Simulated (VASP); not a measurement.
# Fe (Im-3m) in VASP: notebook

Aim: see how the results for Fe move with the level of theory and the settings. Levels: PBE, revPBE. Tasks: relaxation of cell and atoms, single point.

Program: VASP 6.6.1. These are calculated values, not measurements. Logs are shortened: lines on timing, memory, paths and dates and some standing lists are left out, and cuts for length are marked.

### Step 1. The cell of the first run

Symmetry: Im-3m, No. 229, cubic system. Conventional cell: a = 2.886 Å, b = 2.886 Å, c = 2.886 Å, α = 90.00°, β = 90.00°, γ = 90.00°. Fe (site symmetry m-3m) has 14 Fe at 2.50 to 2.89 Å within 3.3 Å.

### Step 2. Relaxation of cell and atoms, PBE, collinear spin, ferromagnetic start, target pressure 5 GPa, at which the enthalpy is minimised

INCAR

```
SYSTEM = Fe
ALGO = Normal
EDIFF = 1E-6
EDIFFG = -0.01
ENCUT = 600
GGA = PE
IBRION = 2
ISIF = 3
ISMEAR = -1
ISPIN = 2
LASPH = .TRUE.
LCHARG = .FALSE.
LMAXMIX = 4
LORBIT = 11
LREAL = .FALSE.
LWAVE = .FALSE.
MAGMOM = 3
NELM = 150
NSW = 60
PREC = Accurate
PSTRESS = 50.0
SIGMA = 0.05
```

KPOINTS

```
k-points
0
G
  13 13 13
  0 0 0
```

POSCAR

```
Fe
1.0
   -1.4430000000      1.4430000000      1.4430000000
    1.4430000000     -1.4430000000      1.4430000000
    1.4430000000      1.4430000000     -1.4430000000
Fe
1
Direct
    0.0000000000      0.0000000000      0.0000000000
```

Potentials or basis: VASP PAW PBE potentials, release 64 (Fe).

Launch:

```console
cat potpaw_PBE.64/Fe/POTCAR > POTCAR
mpirun -np 1 vasp_std > vasp.out
```

OUTCAR:

```text
SYSTEM = Fe
   EDIFF = 1E-6
   EDIFFG = -0.01
   ENCUT = 600
   GGA = PE
   IBRION = 2
   ISIF = 3
   ISMEAR = -1
   ISPIN = 2
   LASPH = .TRUE.
   LORBIT = 11
   LREAL = .FALSE.
   NELM = 150
   NSW = 60
   PREC = Accurate
   PSTRESS = 50.0

 ion  position               nearest neighbor table
   1  0.000  0.000  0.000-

  LATTYP: Found a body centered cubic cell.
 ALAT       =     2.8860000000

  Lattice vectors:

 A1 = (  -1.4430000000,   1.4430000000,   1.4430000000)
 A2 = (   1.4430000000,  -1.4430000000,   1.4430000000)
 A3 = (   1.4430000000,   1.4430000000,  -1.4430000000)

Analysis of symmetry for initial positions (statically):
=====================================================================
 Subroutine PRICEL returns:
 Original cell was already a primitive cell.

 Routine SETGRP: Setting up the symmetry group for a
 body centered cubic supercell.

 Subroutine GETGRP returns: Found 48 space group operations
 (whereof 48 operations were pure point group operations)
 out of a pool of 48 trial point group operations.

The static configuration has the point symmetry O_h .

Analysis of symmetry for dynamics (positions and initial velocities):
=====================================================================
 Subroutine PRICEL returns:
 Original cell was already a primitive cell.

 Routine SETGRP: Setting up the symmetry group for a
 body centered cubic supercell.

 Subroutine GETGRP returns: Found 48 space group operations
 (whereof 48 operations were pure point group operations)
 out of a pool of 48 trial point group operations.

The dynamic configuration has the point symmetry O_h .

Analysis of structural, dynamic, and magnetic symmetry:
=====================================================================
 Subroutine PRICEL returns:
 Original cell was already a primitive cell.

 Routine SETGRP: Setting up the symmetry group for a
 body centered cubic supercell.

 Subroutine GETGRP returns: Found 48 space group operations
 (whereof 48 operations were pure point group operations)
 out of a pool of 48 trial point group operations.

The overall configuration has the point symmetry O_h .

 Subroutine INISYM returns: Found 48 space group operations
 (whereof 48 operations are pure point group operations),
 and found     1 'primitive' translations

----------------------------------------------------------------------------------------

                                     Primitive cell

  volume of cell :      12.0187

  direct lattice vectors                    reciprocal lattice vectors
    -1.443000000  1.443000000  1.443000000     0.000000000  0.346500347  0.346500347
     1.443000000 -1.443000000  1.443000000     0.346500347  0.000000000  0.346500347
     1.443000000  1.443000000 -1.443000000     0.346500347  0.346500347  0.000000000

  length of vectors
     2.499349315  2.499349315  2.499349315     0.490025489  0.490025489  0.490025489

  position of ions in fractional coordinates (direct lattice)
     0.000000000  0.000000000  0.000000000

  ion indices of the primitive-cell ions
   primitive index   ion index
                 1           1

----------------------------------------------------------------------------------------

 KPOINTS: k-points

Automatic generation of k-mesh.
 Grid dimensions read from file:
 generate k-points for:   13   13   13

 Generating k-lattice:

  Cartesian coordinates                     Fractional coordinates (reciprocal lattice)
     0.000000000  0.026653873  0.026653873     0.076923077  0.000000000  0.000000000
     0.026653873  0.000000000  0.026653873     0.000000000  0.076923077  0.000000000
     0.026653873  0.026653873  0.000000000     0.000000000  0.000000000  0.076923077

  Length of vectors
     0.037694268  0.037694268  0.037694268

  Shift w.r.t. Gamma in fractional coordinates (k-lattice)
     0.000000000  0.000000000  0.000000000

 Subroutine IBZKPT returns following result:
 ===========================================

 Found     84 irreducible k-points:

 Following reciprocal coordinates:
            Coordinates               Weight
  0.000000  0.000000  0.000000      1.000000
  0.076923  0.000000  0.000000     12.000000
  0.153846  0.000000  0.000000     12.000000
  0.230769  0.000000  0.000000     12.000000
  0.307692  0.000000  0.000000     12.000000
  0.384615  0.000000  0.000000     12.000000
[... 16 lines left out ...]
  0.153846  0.076923  0.076923     24.000000
  0.230769  0.076923  0.076923     24.000000
 [... further k-points ...]
   k-points           NKPTS =     84   k-points in BZ     NKDIM =     84   number of bands    NBANDS=     10
   number of dos      NEDOS =    301   number of ions     NIONS =      1
   total plane-waves  NPLWV =   8000
   dimension x,y,z NGX =    20 NGY =   20 NGZ =   20
   dimension x,y,z NGXF=    40 NGYF=   40 NGZF=   40
   ions per type =               1
   NGX,Y,Z   is equivalent  to a cutoff of  13.30, 13.30, 13.30 a.u.
   NGXF,Y,Z  is equivalent  to a cutoff of  26.61, 26.61, 26.61 a.u.
 SYSTEM =  Fe
   PREC   = accura    normal or accurate (medium, high low for compatibility)
   ISTART =      0    job   : 0-new  1-cont  2-samecut
   ICHARG =      2    charge: 1-file 2-atom 10-const
   ISPIN  =      2    spin polarized calculation?
   LNONCOLLINEAR =      F non collinear calculations
   LSORBIT =      F    spin-orbit coupling
   LASPH  =      T    aspherical Exc in radial PAW
   ENCUT  =  600.0 eV  44.10 Ry    6.64 a.u.   4.99  4.99  4.99*2*pi/ulx,y,z
   NELM   =    150;   NELMIN=  2; NELMDL= -5     # of ELM steps
   EDIFF  = 0.1E-05   stopping-criterion for ELM
   LREAL  =      F    real-space projection
   EDIFFG = -.1E-01   stopping-criterion for IOM
   NSW    =     60    number of steps for IOM
   IBRION =      2    ionic relax: 0-MD 1-quasi-New 2-CG
   NFREE  =      1    steps in history (QN), initial steepest desc. (CG)
   ISIF   =      3    stress and relaxation
   ISYM   =      2    0-nonsym 1-usesym 2-fastsym
   POTIM  = 0.5000    time-step for ionic-motion
   TEBEG  =    0.0;   TEEND  =   0.0 temperature during run
   PSTRESS=   50.0 pullay stress
   NELECT =       8.0000    total number of electrons
   NUPDOWN=      -1.0000    fix difference up-down
   EMIN   =  10.00;   EMAX   =-10.00  energy-range for DOS
   EFERMI =   0.00;   METHOD = LEGACY
   ISMEAR =    -1;   SIGMA  =   0.05  broadening in eV -4-tet -1-fermi 0-gaus
   EFERMI_NEDOS =   21; number of points for ismear=-14 and -15
   IALGO  =     38    algorithm
   IMIX   =      4    mixing-type and parameters
     AMIX     =   0.40;   BMIX     =  1.00
     AMIX_MAG =   1.60;   BMIX_MAG =  1.00
  volume/ion in A,a.u.               =      12.02        81.11
  Fermi-wavevector in a.u.,A,eV,Ry     =   1.429394  2.701162 27.798962  2.043166
  Thomas-Fermi vector in A             =   2.549352
   LORBIT       =     11    0 simple, 1 ext, 2 COOP (PROOUT), +10 PAW based schemes
   GGA     = PE    functional components
   LHFCALC =     F    Hartree Fock is set to
   AEXX    =    0.0000 exact exchange contribution
   IVDW    =     0    specifies the selected vdW correction
   LEPSILON=     F    determine dielectric tensor
   LRPA    =     F    only Hartree local field effects (RPA)
 conjugate gradient relaxation of ions
 spin polarized calculation
  energy-cutoff  :      600.00
  volume of cell :       12.02
 maximum number of plane-waves:       415
   NGX =  9   NGY =  9   NGZ =  9

--------------------------------------- Ionic step        1  -------------------------------------------

 number of electron       7.9999995 magnetization       2.2853543

 Free energy of the ion-electron system (eV)
  ---------------------------------------------------
  ext. energy  EPLUGINS =         0.00000000
  ---------------------------------------------------
  free energy    TOTEN  =        -8.22100393 eV

  energy without entropy =       -8.21075040  energy(sigma->0) =       -8.21587716

------------------------ aborting loop because EDIFF is reached ----------------------------------------

  FORCE on cell =-STRESS in cart. coord.  units (eV):
  Direction    XX          YY          ZZ          XY          YZ          ZX
  --------------------------------------------------------------------------------------
  -------------------------------------------------------------------------------------
  Total       -0.6891808     -0.6891808     -0.6891808      0.0000000      0.0000000      0.0000000
  in kB      -91.8723369    -91.8723369    -91.8723369      0.0000000      0.0000000      0.0000000
  external PRESSURE =    -141.8723369 kB  Pullay stress =      50.0000000 kB

 VOLUME and BASIS-vectors are now :
 -----------------------------------------------------------------------------
  energy-cutoff  :      600.00
  volume of cell :       12.02
      direct lattice vectors                 reciprocal lattice vectors
    -1.443000000  1.443000000  1.443000000     0.000000000  0.346500347  0.346500347
     1.443000000 -1.443000000  1.443000000     0.346500347  0.000000000  0.346500347
     1.443000000  1.443000000 -1.443000000     0.346500347  0.346500347  0.000000000
[... 44 lines left out ...]
  FREE ENERGIE OF THE ION-ELECTRON SYSTEM (eV)
  ---------------------------------------------------
  free  energy   TOTEN  =        -8.1738528764 eV

  energy  without entropy=       -8.1664118697  energy(sigma->0) =       -8.17013237

  enthalpy is  TOTEN    =        -7.8536341761 eV   P V=        0.3202187004

--------------------------------------- Ionic step        3  -------------------------------------------

 number of electron       8.0000004 magnetization       2.0967679

 Free energy of the ion-electron system (eV)
  ---------------------------------------------------
  ext. energy  EPLUGINS =         0.00000000
  ---------------------------------------------------
  free energy    TOTEN  =        -8.24049588 eV

  energy without entropy =       -8.23200714  energy(sigma->0) =       -8.23625151

 E-fermi :   6.1644     XC(G=0): -13.2868

 val. band max:        6.1629245637   @ k =  -0.3846   0.4615   0.2308
 cond. band min:       6.1714000986   @ k =   0.1538   0.0000   0.0000
 fundamental gap:      0.0084755349
 Fermi energy:         6.1643564947

 spin component 1

 k-point     1 :       0.0000    0.0000    0.0000
  band No.  band energies     occupation
      1      -2.4716      1.00000
      2       3.8005      1.00000
      3       3.8005      1.00000
      4       3.8005      1.00000
      5       5.0486      1.00000
      6       5.0486      1.00000
      7      31.4461      0.00000
      8      31.4461      0.00000
      9      31.4461      0.00000
     10      36.7184      0.00000

 k-point     2 :       0.0769    0.0000    0.0000
  band No.  band energies     occupation
      1      -2.2214      1.00000
      2       3.7306      1.00000
      3       3.7934      1.00000
      4       3.9376      1.00000
      5       4.9812      1.00000
      6       5.0544      1.00000
      7      29.9340      0.00000
      8      31.0779      0.00000
      9      31.2962      0.00000
     10      35.9581      0.00000
[... 274 lines left out ...]
 k-point    24 :       0.2308    0.0769    0.0769
  band No.  band energies     occupation
      1       0.9881      1.00000
      2       2.9291      1.00000
      3       3.3474      1.00000
      4       5.0109      1.00000
      5       5.1639      1.00000
      6       6.3489      0.02434
      7      19.8764      0.00000
      8      23.9182      0.00000
      9      26.0419      0.00000
     10      33.3138      0.00000

 [... further k-points ...]

 spin component 2

 k-point     1 :       0.0000    0.0000    0.0000
  band No.  band energies     occupation
      1      -2.3081      1.00000
      2       5.5978      0.99999
      3       5.5979      0.99999
      4       5.5979      0.99999
      5       7.7469      0.00000
      6       7.7470      0.00000
      7      31.2060      0.00000
      8      31.2060      0.00000
      9      31.2060      0.00000
     10      36.9356      0.00000

 k-point     2 :       0.0769    0.0000    0.0000
  band No.  band energies     occupation
      1      -2.0566      1.00000
      2       5.5149      1.00000
      3       5.5823      0.99999
      4       5.7462      0.99977
      5       7.6574      0.00000
      6       7.7532      0.00000
      7      29.9154      0.00000
      8      30.9150      0.00000
      9      31.1377      0.00000
     10      36.2744      0.00000
[... 308 lines left out ...]
 POSITION                                       TOTAL-FORCE (eV/Angst)
 -----------------------------------------------------------------------------------
      0.00000      0.00000      0.00000        -0.000000     -0.000000      0.000000
 -----------------------------------------------------------------------------------
    total drift:                                0.000000     -0.000000      0.000000

  FREE ENERGIE OF THE ION-ELECTRON SYSTEM (eV)
  ---------------------------------------------------
  free  energy   TOTEN  =        -8.2404958788 eV

  energy  without entropy=       -8.2320071411  energy(sigma->0) =       -8.23625151

  enthalpy is  TOTEN    =        -7.8962779693 eV   P V=        0.3442179094

 reached required accuracy - stopping structural energy minimisation

 total charge

# of ion       s       p       d       tot
------------------------------------------
    1        0.500   0.567   6.264   7.332

 magnetization (x)

# of ion       s       p       d       tot
------------------------------------------
    1       -0.013  -0.057   2.159   2.090
```

Run time: 23 s. Hardware: 1 thread of Intel Xeon 6975P-C (Granite Rapids), shared host; peak memory 0.15 GiB.

Results:

```
Free energy                                            : -8.2405 eV
Relaxed volume                                         : 11.03 Å³/atom
Relaxed cell                                           : a = 2.429 Å, b = 2.429 Å, c = 2.429 Å, α = 109.47°, β = 109.47°, γ = 109.47°
Space group after relaxing (to 0.05 Å)                 : Im-3m (No. 229)
Energy change on relaxing (the enthalpy is what falls) : -19.5 meV/atom
Ionic steps                                            : 3
Pressure after relaxing                                : 5.0 GPa
Net moment                                             : 2.10 μB per cell
Site moments                                           : Fe +2.09 μB
Valence electrons inside the program's atomic spheres  : Fe 7.33
```

Step by step:
```
step  energy change (eV)  largest force (eV/Å)  pressure (GPa)  volume (Å³)
   1              0.0000                0.0000           -9.19        12.02
   2              0.0472                0.0000           24.12        10.26
   3             -0.0195                0.0000            4.98        11.03
```

Final structure:
```cif
data_structure
_symmetry_space_group_name_H-M 'P 1'
_symmetry_Int_Tables_number 1
_cell_length_a 2.4288
_cell_length_b 2.4288
_cell_length_c 2.4288
_cell_angle_alpha 109.471
_cell_angle_beta 109.471
_cell_angle_gamma 109.471
_cell_volume 11.03
loop_
_atom_site_label
_atom_site_type_symbol
_atom_site_fract_x
_atom_site_fract_y
_atom_site_fract_z
_atom_site_occupancy
Fe1 Fe 0.00000 0.00000 0.00000 1
```

Caveat: the cell is relaxed towards a set pressure, so the enthalpy falls and the energy may rise.

### Step 3. Relaxation of cell and atoms, PBE, collinear spin, ferromagnetic start, target pressure 10 GPa, at which the enthalpy is minimised

INCAR

```
SYSTEM = Fe
PREC = Accurate
ENCUT = 600
EDIFF = 1E-6
ISMEAR = -1
SIGMA = 0.05
LREAL = .False.
LASPH = .True.
NELM = 150
ALGO = Normal
ISIF = 3
LWAVE = .False.
LCHARG = .False.
ISPIN = 2
MAGMOM = 3
LORBIT = 11
LMAXMIX = 4
GGA = PE
IBRION = 2
NSW = 60
EDIFFG = -0.01
PSTRESS = 100.0
```

KPOINTS

```
regular mesh
0
Gamma
  13 13 13
  0 0 0
```

POSCAR is that of step 2.

Potentials or basis: VASP PAW PBE potentials, release 64 (Fe).

Launch:

```console
cat potpaw_PBE.64/Fe/POTCAR > POTCAR
mpirun -np 1 vasp_std > vasp.out
```

It took 34 s on 1 thread of Intel Xeon 6975P-C (Granite Rapids), shared host; peak memory 0.15 GiB.

It converged, with:

* Free energy: -8.2298 eV
* Relaxed volume: 10.80 Å³/atom
* Relaxed cell: a = 2.412 Å, b = 2.412 Å, c = 2.412 Å, α = 109.47°, β = 109.47°, γ = 109.47°
* Space group after relaxing (to 0.05 Å): Im-3m (No. 229)
* Energy change on relaxing (the enthalpy is what falls): -8.8 meV/atom
* Ionic steps: 6
* Pressure after relaxing: 10.1 GPa
* Net moment: 2.07 μB per cell
* Site moments: Fe +2.06 μB
* Valence electrons inside the program's atomic spheres: Fe 7.38

Step by step:
```csv
step,energy change (eV),largest force (eV/Å),pressure (GPa),volume (Å³)
1,0.0000,0.0000,-9.19,12.02
2,0.1697,0.0000,44.82,9.68
3,-0.0097,0.0000,9.66,10.81
4,-0.0083,0.0000,10.15,10.79
5,-0.0092,0.0000,9.84,10.81
6,-0.0088,0.0000,10.09,10.80
```

Final structure:
```yaml
crystal:
  lattice:
    - [-1.39239, 1.39239, 1.39239]
    - [1.39239, -1.39239, 1.39239]
    - [1.39239, 1.39239, -1.39239]
  atoms:
    - { symbol: Fe, position: [0.00000, 0.00000, 0.00000] }
```

Levels at points of the mesh, in eV from the Fermi level:
Spin up:
```
           k point  band 1  band 2  band 3  band 4  band 5  band 6  band 7  band 8  band 9  band 10
(0.00, 0.00, 0.00)   -8.79   -2.43   -2.43   -2.43   -1.13   -1.13   25.47   25.47   25.47    30.88
```
Spin down:
| k point | band 1 | band 2 | band 3 | band 4 | band 5 | band 6 | band 7 | band 8 |
| --- | --- | --- | --- | --- | --- | --- | --- | --- |
| (0.00, 0.00, 0.00) | -8.62 | -0.66 | -0.66 | -0.66 | 1.54 | 1.54 | 25.24 | 25.24 |

Caveat: the cell is relaxed towards a set pressure, so the enthalpy falls and the energy may rise.

[end of part 1 of 2]
